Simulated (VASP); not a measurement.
# AlN (P1) in VASP: single point with LDA

Aim: the single point of AlN with LDA.

Everything below comes from runs of VASP 6.6.1. Logs are shortened: lines on timing, memory, paths and dates and some standing lists are left out, and cuts for length are marked.

## (1) The cell of the first run

The typed cell holds 4 atoms: a = 3.376 Å, b = 3.313 Å, c = 4.243 Å, α = 90.22°, β = 90.96°, γ = 120.57°.

## (2) Single point, LDA (atoms moved at random and the cell strained at random)

INCAR reads:

```
SYSTEM = AlN
ALGO = Normal
EDIFF = 1E-6
ENCUT = 600
GGA = CA
GGA_COMPAT = .False.
ISIF = 2
ISMEAR = -1
LASPH = .True.
LCHARG = .False.
LREAL = .False.
LWAVE = .False.
NBANDS = 16
NELM = 120
PREC = Accurate
SIGMA = 0.2
```

KPOINTS reads:

```
k-points
0
Gamma
  12 12 6
  0 0 0
```

POSCAR reads:

```
AlN
1.0
    3.3755762730      0.0015933296     -0.0281843949
   -1.6864082726      2.8520027324     -0.0066579280
   -0.0356339990     -0.0302932552      4.2430394457
Al N
2 2
Direct
    0.4586595860      0.7208913607      0.7204983735
    0.5984847084      0.4130585559      0.2347972184
    0.3167480597      0.6239492690      0.2915061583
    0.6261076459      0.2421008144      0.7531982498
```

Potentials or basis: VASP PAW LDA potentials, release 64 (Al, N).

On the command line:

```
cat potpaw_LDA.64/Al/POTCAR potpaw_LDA.64/N/POTCAR > POTCAR
mpirun -np 1 vasp_std > vasp.out
```

OUTCAR:

```text
SYSTEM = AlN
   EDIFF = 1E-6
   ENCUT = 600
   GGA = CA
   ISIF = 2
   ISMEAR = -1
   LASPH = .True.
   LREAL = .False.
   NELM = 120
   PREC = Accurate

 ion  position               nearest neighbor table
   1  0.459  0.721  0.720-   4 1.52   3 1.86   4 1.94   4 2.43   2 2.45   3 2.47   2 2.55   2 2.95
                             2 3.01   2 3.24
   2  0.598  0.413  0.235-   3 1.46   4 2.13   3 2.16   4 2.29   3 2.30   1 2.45   1 2.55   1 2.95
                             1 3.01   1 3.24
   3  0.317  0.624  0.292-   2 1.46   1 1.86   2 2.16   2 2.30   1 2.47
   4  0.626  0.242  0.753-   1 1.52   1 1.94   2 2.13   2 2.29   1 2.43

  LATTYP: Found a triclinic cell.
 ALAT       =     3.3162498407
 B/A-ratio  =     0.9991095737
 C/A-ratio  =     1.2795469016
 COS(alpha) =     0.0038801941
 COS(beta)  =     0.0209264749
 COS(gamma) =     0.4814528035

  Lattice vectors:

 A1 = (  -1.6891680004,  -2.8535960620,   0.0348423229)
 A2 = (   1.6864082726,  -2.8520027324,   0.0066579280)
 A3 = (  -0.0356339990,  -0.0302932552,   4.2430394457)

Analysis of symmetry for initial positions (statically):
=====================================================================
 Subroutine PRICEL returns:
 Original cell was already a primitive cell.

 Routine SETGRP: Setting up the symmetry group for a
 triclinic supercell.

 Subroutine GETGRP returns: Found  1 space group operations
 (whereof  1 operations were pure point group operations)
 out of a pool of  2 trial point group operations.

The static configuration has the point symmetry C_1 .

Analysis of symmetry for dynamics (positions and initial velocities):
=====================================================================
 Subroutine PRICEL returns:
 Original cell was already a primitive cell.

 Routine SETGRP: Setting up the symmetry group for a
 triclinic supercell.

 Subroutine GETGRP returns: Found  1 space group operations
 (whereof  1 operations were pure point group operations)
 out of a pool of  2 trial point group operations.

The dynamic configuration has the point symmetry C_1 .

 Subroutine INISYM returns: Found  1 space group operations
 (whereof  1 operations are pure point group operations),
 and found     1 'primitive' translations

----------------------------------------------------------------------------------------

                                     Primitive cell

  volume of cell :      40.8548

  direct lattice vectors                    reciprocal lattice vectors
     3.375576273  0.001593330 -0.028184395     0.296194250  0.175150365  0.003737995
    -1.686408273  2.852002732 -0.006657928    -0.000144579  0.350551149  0.002501552
    -0.035633999 -0.030293255  4.243039446     0.001967244  0.001713501  0.235708864

  length of vectors
     3.375694310  3.313296965  4.243297209     0.344125931  0.350560104  0.235723301

  position of ions in fractional coordinates (direct lattice)
     0.458659586  0.720891361  0.720498374
     0.598484708  0.413058556  0.234797218
     0.316748060  0.623949269  0.291506158
     0.626107646  0.242100814  0.753198250

  ion indices of the primitive-cell ions
   primitive index   ion index
                 1           1
                 2           2
                 3           3
                 4           4

----------------------------------------------------------------------------------------

 KPOINTS: k-points

Automatic generation of k-mesh.
 Grid dimensions read from file:
 generate k-points for:   12   12    6

 Generating k-lattice:

  Cartesian coordinates                     Fractional coordinates (reciprocal lattice)
     0.024682854  0.014595864  0.000311500     0.083333333  0.000000000 -0.000000000
    -0.000012048  0.029212596  0.000208463     0.000000000  0.083333333  0.000000000
     0.000327874  0.000285583  0.039284811     0.000000000 -0.000000000  0.166666667

  Length of vectors
     0.028677161  0.029213342  0.039287217

  Shift w.r.t. Gamma in fractional coordinates (k-lattice)
     0.000000000  0.000000000  0.000000000

 Subroutine IBZKPT returns following result:
 ===========================================

 Found    436 irreducible k-points:

 Following reciprocal coordinates:
            Coordinates               Weight
  0.000000  0.000000  0.000000      1.000000
  0.083333  0.000000  0.000000      2.000000
  0.166667  0.000000 -0.000000      2.000000
  0.250000  0.000000  0.000000      2.000000
  0.333333  0.000000 -0.000000      2.000000
  0.416667  0.000000 -0.000000      2.000000
[... 16 lines left out ...]
  0.250000  0.166667 -0.000000      2.000000
  0.333333  0.166667 -0.000000      2.000000
 [... further k-points ...]
   k-points           NKPTS =    436   k-points in BZ     NKDIM =    436   number of bands    NBANDS=     16
   number of dos      NEDOS =    301   number of ions     NIONS =      4
   total plane-waves  NPLWV =  28224
   dimension x,y,z NGX =    28 NGY =   28 NGZ =   36
   dimension x,y,z NGXF=    56 NGYF=   56 NGZF=   72
   ions per type =               2   2
   NGX,Y,Z   is equivalent  to a cutoff of  13.79, 14.05, 14.10 a.u.
   NGXF,Y,Z  is equivalent  to a cutoff of  27.58, 28.10, 28.21 a.u.
 SYSTEM =  AlN
   PREC   = accura    normal or accurate (medium, high low for compatibility)
   ISTART =      0    job   : 0-new  1-cont  2-samecut
   ICHARG =      2    charge: 1-file 2-atom 10-const
   ISPIN  =      1    spin polarized calculation?
   LNONCOLLINEAR =      F non collinear calculations
   LSORBIT =      F    spin-orbit coupling
   LASPH  =      T    aspherical Exc in radial PAW
   ENCUT  =  600.0 eV  44.10 Ry    6.64 a.u.   6.74  6.62  8.47*2*pi/ulx,y,z
   NELM   =    120;   NELMIN=  2; NELMDL= -5     # of ELM steps
   EDIFF  = 0.1E-05   stopping-criterion for ELM
   LREAL  =      F    real-space projection
   EDIFFG = 0.1E-04   stopping-criterion for IOM
   NSW    =      0    number of steps for IOM
   IBRION =     -1    ionic relax: 0-MD 1-quasi-New 2-CG
   NFREE  =      0    steps in history (QN), initial steepest desc. (CG)
   ISIF   =      2    stress and relaxation
   ISYM   =      2    0-nonsym 1-usesym 2-fastsym
   POTIM  = 0.5000    time-step for ionic-motion
   TEBEG  =    0.0;   TEEND  =   0.0 temperature during run
   PSTRESS=    0.0 pullay stress
   NELECT =      16.0000    total number of electrons
   NUPDOWN=      -1.0000    fix difference up-down
   EMIN   =  10.00;   EMAX   =-10.00  energy-range for DOS
   EFERMI =   0.00;   METHOD = LEGACY
   ISMEAR =    -1;   SIGMA  =   0.20  broadening in eV -4-tet -1-fermi 0-gaus
   EFERMI_NEDOS =   21; number of points for ismear=-14 and -15
   IALGO  =     38    algorithm
   IMIX   =      4    mixing-type and parameters
     AMIX     =   0.40;   BMIX     =  1.00
     AMIX_MAG =   1.60;   BMIX_MAG =  1.00
  volume/ion in A,a.u.               =      10.21        68.93
  Fermi-wavevector in a.u.,A,eV,Ry     =   1.197753  2.263424 19.519070  1.434611
  Thomas-Fermi vector in A             =   2.333659
   LORBIT       =      0    0 simple, 1 ext, 2 COOP (PROOUT), +10 PAW based schemes
   GGA     = CA    functional components
   LHFCALC =     F    Hartree Fock is set to
   AEXX    =    0.0000 exact exchange contribution
   IVDW    =     0    specifies the selected vdW correction
   LEPSILON=     F    determine dielectric tensor
   LRPA    =     F    only Hartree local field effects (RPA)
 non-spin polarized calculation
  energy-cutoff  :      600.00
  volume of cell :       40.85
 maximum number of plane-waves:      1384
   NGX = 13   NGY = 13   NGZ = 17

 number of electron      15.9999999 magnetization

 Free energy of the ion-electron system (eV)
  ---------------------------------------------------
  ext. energy  EPLUGINS =         0.00000000
  ---------------------------------------------------
  free energy    TOTEN  =       -26.51181101 eV

  energy without entropy =      -26.51169784  energy(sigma->0) =      -26.51175443

 E-fermi :   8.4257     XC(G=0): -11.2988

 val. band max:        6.7390260789   @ k =   0.0000   0.0000   0.0000
 cond. band min:       9.5409420192   @ k =   0.0000   0.0000   0.0000
 fundamental gap:      2.8019159403
 Fermi energy:         8.4256681110

 k-point     1 :       0.0000    0.0000    0.0000
  band No.  band energies     occupation
      1      -9.2551      2.00000
      2      -5.8725      2.00000
      3       0.5321      2.00000
      4       3.5408      2.00000
      5       4.3473      2.00000
      6       5.4956      2.00000
[... 8 lines left out ...]
     15      18.9390      0.00000
     16      19.4932      0.00000

 k-point     2 :       0.0833    0.0000    0.0000
  band No.  band energies     occupation
      1      -9.1853      2.00000
      2      -5.8642      2.00000
      3       0.6073      2.00000
      4       3.4350      2.00000
      5       4.0583      2.00000
      6       5.3863      2.00000
[... 8 lines left out ...]
     15      18.7833      0.00000
     16      19.2064      0.00000

 k-point     3 :       0.1667    0.0000   -0.0000
  band No.  band energies     occupation
      1      -8.9828      2.00000
      2      -5.8494      2.00000
      3       0.8263      2.00000
      4       3.0171      2.00000
      5       3.4660      2.00000
      6       5.1250      2.00000
[... 8 lines left out ...]
     15      18.2770      0.00000
     16      19.6576      0.00000

 k-point     4 :       0.2500    0.0000    0.0000
  band No.  band energies     occupation
      1      -8.6713      2.00000
      2      -5.8557      2.00000
      3       1.1642      2.00000
      4       2.1723      2.00000
      5       3.1360      2.00000
      6       4.6609      2.00000
[... 8 lines left out ...]
     15      18.7163      0.00000
     16      20.3565      0.00000
[... 324 lines left out ...]
 k-point    22 :       0.1667    0.1667    0.0000
  band No.  band energies     occupation
      1      -8.4414      2.00000
      2      -5.9154      2.00000
      3       1.4233      2.00000
      4       2.0951      2.00000
      5       2.6825      2.00000
      6       4.4012      2.00000
[... 8 lines left out ...]
     15      19.1266      0.00000
     16      19.5974      0.00000

 k-point    23 :       0.2500    0.1667   -0.0000
  band No.  band energies     occupation
      1      -8.0817      2.00000
      2      -5.9967      2.00000
      3       1.3887      2.00000
      4       1.8341      2.00000
      5       2.4897      2.00000
      6       4.1815      2.00000
[... 8 lines left out ...]
     15      19.8200      0.00000
     16      20.0885      0.00000

 k-point    24 :       0.3333    0.1667   -0.0000
  band No.  band energies     occupation
      1      -7.7563      2.00000
      2      -6.1120      2.00000
      3       0.8655      2.00000
      4       2.1726      2.00000
      5       2.5012      2.00000
      6       3.8978      2.00000
[... 8 lines left out ...]
     15      20.0907      0.00000
     16      20.5380      0.00000

 [... further k-points ...]

------------------------ aborting loop because EDIFF is reached ----------------------------------------

  FORCE on cell =-STRESS in cart. coord.  units (eV):
  Direction    XX          YY          ZZ          XY          YZ          ZX
  --------------------------------------------------------------------------------------
  -------------------------------------------------------------------------------------
  Total       12.6982075     15.6038390      2.3649853    -11.5736061      3.4202916     -3.3503077
  in kB      497.9776551    611.9259860     92.7461478   -453.8748669    134.1314333   -131.3869184
  external PRESSURE =     400.8832630 kB  Pullay stress =       0.0000000 kB

 VOLUME and BASIS-vectors are now :
 -----------------------------------------------------------------------------
  energy-cutoff  :      600.00
  volume of cell :       40.85
      direct lattice vectors                 reciprocal lattice vectors
     3.375576273  0.001593330 -0.028184395     0.296194250  0.175150365  0.003737995
    -1.686408273  2.852002732 -0.006657928    -0.000144579  0.350551149  0.002501552
    -0.035633999 -0.030293255  4.243039446     0.001967244  0.001713501  0.235708864

 POSITION                                       TOTAL-FORCE (eV/Angst)
 -----------------------------------------------------------------------------------
      0.30685      2.03489      3.03938         0.254473    -11.052115     -0.468856
      1.31528      1.17188      0.97664        17.166933     -9.222492     -2.592121
      0.00659      1.77118      1.22379       -14.639245      7.092878      0.534499
      1.67835      0.66865      3.17659        -2.782162     13.181730      2.526478
 -----------------------------------------------------------------------------------
    total drift:                               -0.001388      0.001999     -0.000014

  FREE ENERGIE OF THE ION-ELECTRON SYSTEM (eV)
  ---------------------------------------------------
  free  energy   TOTEN  =       -26.5118110144 eV

  energy  without entropy=      -26.5116978390  energy(sigma->0) =      -26.51175443
```

Run time: 3.2 min. Hardware: 1 thread of AMD EPYC 9R45 (Zen 5), shared host; peak memory 0.34 GiB.

Results:

- Free energy: -26.5118 eV
- Pressure: 40.1 GPa
- Largest force: 19.659 eV/Å
- Band gap on the k mesh: 2.80 eV

Forces in eV/Å, atoms in the order of the input:
```
Al    0.254 -11.052  -0.469
Al   17.167  -9.222  -2.592
N   -14.639   7.093   0.534
N    -2.782  13.182   2.526
```

Levels at points of the mesh, in eV from the valence-band top:
| k point | band 4 | band 5 | band 6 | band 7 | band 8 | band 9 | band 10 | band 11 | band 12 | band 13 |
| --- | --- | --- | --- | --- | --- | --- | --- | --- | --- | --- |
| (0.00, 0.00, 0.00) | -3.20 | -2.39 | -1.24 | -0.68 | 0.00 | 2.80 | 4.14 | 8.22 | 9.36 | 10.21 |
| (0.50, 0.00, 0.00) | -4.59 | -3.98 | -2.92 | -1.73 | -1.37 | 3.90 | 5.80 | 6.16 | 8.81 | 10.04 |
| (0.00, 0.50, 0.00) | -4.22 | -3.88 | -3.59 | -2.64 | -0.77 | 3.37 | 6.03 | 6.91 | 8.70 | 9.61 |
| (0.50, 0.50, 0.00) | -4.30 | -3.85 | -3.06 | -2.65 | -0.55 | 4.13 | 5.49 | 6.97 | 7.96 | 10.35 |
| (0.00, 0.00, 0.50) | -3.51 | -2.60 | -2.04 | -1.13 | -0.83 | 4.91 | 5.24 | 7.77 | 8.26 | 9.30 |
| (0.50, 0.00, 0.50) | -5.76 | -3.58 | -2.57 | -1.82 | -1.19 | 4.96 | 5.70 | 8.54 | 8.98 | 9.88 |
| (0.00, 0.50, 0.50) | -6.22 | -3.00 | -2.03 | -1.33 | -1.12 | 4.36 | 4.44 | 7.78 | 9.34 | 10.46 |
| (0.50, 0.50, 0.50) | -6.65 | -2.45 | -2.08 | -1.54 | -0.70 | 4.36 | 4.91 | 7.76 | 9.24 | 9.64 |

Caveat: the cell differs from its parent crystal (atoms moved at random and the cell strained at random); the cell stands under pressure; forces of over 1 eV/Å act on the atoms, so gaps and moduli don't describe the material at rest.
